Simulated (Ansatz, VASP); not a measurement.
## Ag: VASP beside Ansatz

```xyz
2
Lattice="0.0000 2.8141 2.8141 2.8141 0.0000 2.8141 2.8141 2.8141 0.0000" Properties=species:S:1:pos:R:3 pbc="T T T"
Ag   -0.4925   -0.9146   -0.9146
Ag    0.4925    0.9146    0.9146
```

Change from the starting cell: shortest bond scaled by 0.7, crystal datasets.

Alike in both runs: task electric field gradients; functional PBEsol; k mesh 9 × 9 × 9; occupations fermi-dirac, width 0.05 eV; no spin polarisation.

```csv
,VASP,Ansatz
version,VASP 6.6.1,Ansatz 0.2.0
potentials or method,"VASP PAW PBE potentials, release 64 (Ag), cutoff 520 eV","all-electron PAW with datasets made for the crystal, scalar-relativistic"
```

VASP gave:

- pressure (GPa): 64.8
- traceless stress, the component that is largest in VASP (GPa): -70.53
- rms of the force components (eV/Å): 19.858
- size of Vzz on the site where it differs most (V/Å²): 63.0

Task: What did Ansatz give for the same quantities?

Result: Pressure (GPa): 102.8; traceless stress, the component that is largest in VASP (GPa): -108.67; rms of the force components (eV/Å): 30.544; size of Vzz on the site where it differs most (V/Å²): 91.1.

VASP's potentials were made for PBE, not for PBEsol. Atom by atom the forces differ by 10.685 eV/Å (rms over components). The pressures are high and differ by over a tenth, so treat them with care. Ansatz ran all-electron here, and VASP with PAW potentials.

Noted on VASP's run: the cell as given lies far from equilibrium.
